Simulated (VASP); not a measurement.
# Co (P6_3/mmc) in VASP: settings compared, part 2 of 2

VASP 6.6.1. Earlier steps stand in the parts before.

### 4 Single point, PBE, collinear spin, ferromagnetic start

This run uses another cell than the first one, of 10.85 Å³/atom.

INCAR

```
SYSTEM = Co
  PREC = Accurate
  ENCUT = 520
  EDIFF = 1E-6
  ISMEAR = -1
  SIGMA = 0.05
  LREAL = .FALSE.
  LASPH = .TRUE.
  NELM = 150
  ALGO = Normal
  ISIF = 2
  LWAVE = .FALSE.
  LCHARG = .TRUE.
  ISPIN = 2
  MAGMOM = 2 2
  LORBIT = 11
  LMAXMIX = 4
  GGA = PE
  LELF = .TRUE.
  LVHAR = .TRUE.
  NBANDS = 20
```

KPOINTS

```
regular mesh
0
G
  10 10 6
  0 0 0
```

POSCAR

```
Co
1.0
    2.4967199022      0.0000000000      0.0000000000
   -1.2483599511      2.1622228614      0.0000000000
    0.0000000000      0.0000000000      4.0211440800
Co
2
Direct
    0.6666666667      0.3333333333      0.7500000000
    0.3333333333      0.6666666667      0.2500000000
```

Potentials or basis: VASP PAW PBE potentials, release 64 (Co).

Command:

```sh
$ cat potpaw_PBE.64/Co/POTCAR > POTCAR
$ mpirun -np 1 vasp_std > vasp.out
```

OUTCAR:

```text
SYSTEM = Co
   PREC = Accurate
   ENCUT = 520
   EDIFF = 1E-6
   ISMEAR = -1
   LREAL = .FALSE.
   LASPH = .TRUE.
   NELM = 150
   ISIF = 2
   ISPIN = 2
   LORBIT = 11
   GGA = PE

 ion  position               nearest neighbor table
   1  0.667  0.333  0.750-   2 2.47   2 2.47   2 2.47   2 2.47   2 2.47   2 2.47
   2  0.333  0.667  0.250-   1 2.47   1 2.47   1 2.47   1 2.47   1 2.47   1 2.47

  LATTYP: Found a hexagonal cell.
 ALAT       =     2.4967199022
 C/A-ratio  =     1.6105707638

  Lattice vectors:

 A1 = (   2.4967199022,   0.0000000000,   0.0000000000)
 A2 = (  -1.2483599511,   2.1622228614,   0.0000000000)
[... 1321 lines left out ...]

 VOLUME and BASIS-vectors are now :
 -----------------------------------------------------------------------------
  energy-cutoff  :      520.00
  volume of cell :       21.71
      direct lattice vectors                 reciprocal lattice vectors
     2.496719902  0.000000000  0.000000000     0.400525505  0.231243508  0.000000000
    -1.248359951  2.162222861  0.000000000     0.000000000  0.462487016  0.000000000
     0.000000000  0.000000000  4.021144080     0.000000000  0.000000000  0.248685444

 POSITION                                       TOTAL-FORCE (eV/Angst)
 -----------------------------------------------------------------------------------
      1.24836      0.72074      3.01586        -0.000000      0.000000      0.000000
     -0.00000      1.44148      1.00529         0.000000     -0.000000      0.000000
 -----------------------------------------------------------------------------------
    total drift:                               -0.000000      0.000000     -0.000000

  FREE ENERGIE OF THE ION-ELECTRON SYSTEM (eV)
  ---------------------------------------------------
  free  energy   TOTEN  =       -14.0807481576 eV

  energy  without entropy=      -14.0657851282  energy(sigma->0) =      -14.07326664

 total charge

# of ion       s       p       d       tot
------------------------------------------
    1        0.490   0.523   7.259   8.272
    2        0.490   0.523   7.259   8.272
--------------------------------------------------
tot          0.980   1.045  14.518  16.543

 magnetization (x)

# of ion       s       p       d       tot
------------------------------------------
    1       -0.013  -0.052   1.736   1.670
    2       -0.013  -0.052   1.736   1.670
--------------------------------------------------
tot         -0.027  -0.104   3.472   3.341
```

stdout:

```text
POSCAR found type information on POSCAR Co
 POSCAR found :  1 types and       2 ions
 scaLAPACK will be used
 LDA part: xc-table for (Slater+PW92), standard interpolation
 POSCAR, INCAR and KPOINTS ok, starting setup
 FFT: planning ... GRIDC
 FFT: planning ... GRID_SOFT
 FFT: planning ... GRID
 WAVECAR not read
 entering main loop
```

Wall time 37 s (1 thread of Intel Xeon Platinum 8488C (Sapphire Rapids), shared host); peak memory 0.16 GiB.

What came out:

- Free energy: -14.0807 eV
- Pressure: 0.1 GPa
- Net moment: 3.30 μB per cell
- Site moments: Co +1.67 μB
- Valence electrons inside the program's atomic spheres: Co 8.27

Stress tensor (GPa, compression positive):
```
0.00 0.00 0.00
0.00 0.00 0.00
0.00 0.00 0.45
```

### 5 Single point, RPBE+D4, collinear spin, ferromagnetic start

This run uses another cell than the first one, of 10.57 Å³/atom.

INCAR

```
  PREC = Accurate
  ENCUT = 600
  EDIFF = 1E-6
  ISMEAR = -1
  SIGMA = 0.05
  LREAL = F
  LASPH = T
  NELM = 200
  ALGO = Normal
  ISIF = 2
  LWAVE = F
  LCHARG = T
  ISPIN = 2
  MAGMOM = 2 2
  LORBIT = 11
  LMAXMIX = 4
  GGA = RP
  IVDW = 13
  LELF = T
  LVHAR = T
  NBANDS = 28
  GGA_COMPAT = F
```

KPOINTS

```
regular mesh
0
Gamma
  12 12 7
```

POSCAR

```
Co
1.0
    2.4728945236      0.0000000000      0.0000000000
   -1.2364472618      2.1415894783      0.0000000000
    0.0000000000      0.0000000000      3.9900708721
Co
2
Direct
    0.6666666667      0.3333333333      0.7500000000
    0.3333333333      0.6666666667      0.2500000000
```

Potentials or basis: VASP PAW PBE potentials, release 64 (Co_sv).

Command:

```sh
$ cat potpaw_PBE.64/Co_sv/POTCAR > POTCAR
$ mpirun -np 1 vasp_std > vasp.out
```

It took 2.1 min on 1 thread of AMD EPYC 7R43 (Zen 3), shared host; peak memory 0.16 GiB.

It converged, with:

```
Free energy                                           : -14.8768 eV
Pressure                                              : -4.2 GPa
Net moment                                            : 3.22 μB per cell
Site moments                                          : Co +1.69 μB
Valence electrons inside the program's atomic spheres : Co 15.07
Dispersion energy per atom                            : -0.859 eV
```

Levels at points of the mesh, in eV from the Fermi level:
Spin up:
```
           k point  band 17  band 18  band 19  band 20  band 21  band 22
(0.00, 0.00, 0.00)    -1.98    -0.83    -0.83    -0.15     6.59    22.00
(0.50, 0.00, 0.00)    -0.59    -0.54     1.32     3.40     9.86    10.55
```
Spin down:
| k point | band 11 | band 12 | band 13 | band 14 | band 15 | band 16 | band 17 | band 18 | band 19 | band 20 |
| --- | --- | --- | --- | --- | --- | --- | --- | --- | --- | --- |
| (0.00, 0.00, 0.00) | -0.99 | -0.98 | -0.98 | -0.59 | -0.59 | -0.27 | -0.17 | -0.17 | 1.12 | 1.12 |
| (0.50, 0.00, 0.00) | -3.40 | -2.00 | -1.16 | -1.07 | -0.62 | 1.26 | 1.40 | 1.43 | 2.62 | 4.40 |

Caveat: the cell stands under tension; the PAW data sets were made with another functional, which shifts forces and pressure a little.

### 6 The runs side by side

| level | potentials or basis | fixed moment (μB) | cell | k mesh | cutoff (eV) | gap on the mesh (eV) | pressure (GPa) | moment (μB) |
| --- | --- | --- | --- | --- | --- | --- | --- | --- |
| PBE | VASP PAW PBE potentials, release 64 (Co) | 8.0 | a = 2.472, b = 2.472, c = 4.021 Å, angles 90.0, 90.0, 120.0°, 2 atoms | 10 × 10 × 6 | 520 | - | 118.8 | 8.00 |
| PBE | VASP PAW PBE potentials, release 64 (Co) | - | a = 2.472, b = 2.472, c = 4.021 Å, angles 90.0, 90.0, 120.0°, 2 atoms | 10 × 10 × 6 | 520 | none | 4.6 | 3.29 |
| PBE | VASP PAW PBE potentials, release 64 (Co) | - | a = 2.497, b = 2.497, c = 4.021 Å, angles 90.0, 90.0, 120.0°, 2 atoms | 10 × 10 × 6 | 520 | none | 0.1 | 3.30 |
| RPBE+D4 | VASP PAW PBE potentials, release 64 (Co_sv) | - | a = 2.473, b = 2.473, c = 3.990 Å, angles 90.0, 90.0, 120.0°, 2 atoms | 12 × 12 × 7 | 600 | none | -4.2 | 3.22 |

Alike in all rows: task single point; spin collinear, ferromagnetic start; smearing fermi-dirac 0.05 eV.

Caveats: the cell stands under pressure (at least some runs); the total moment is fixed, so each spin has its own Fermi level (at least some runs); the cell stands under tension (at least some runs); the PAW data sets were made with another functional, which shifts forces and pressure a little (at least some runs).

Total energies depend on the potentials used, so only differences within one code and one set of settings carry meaning.
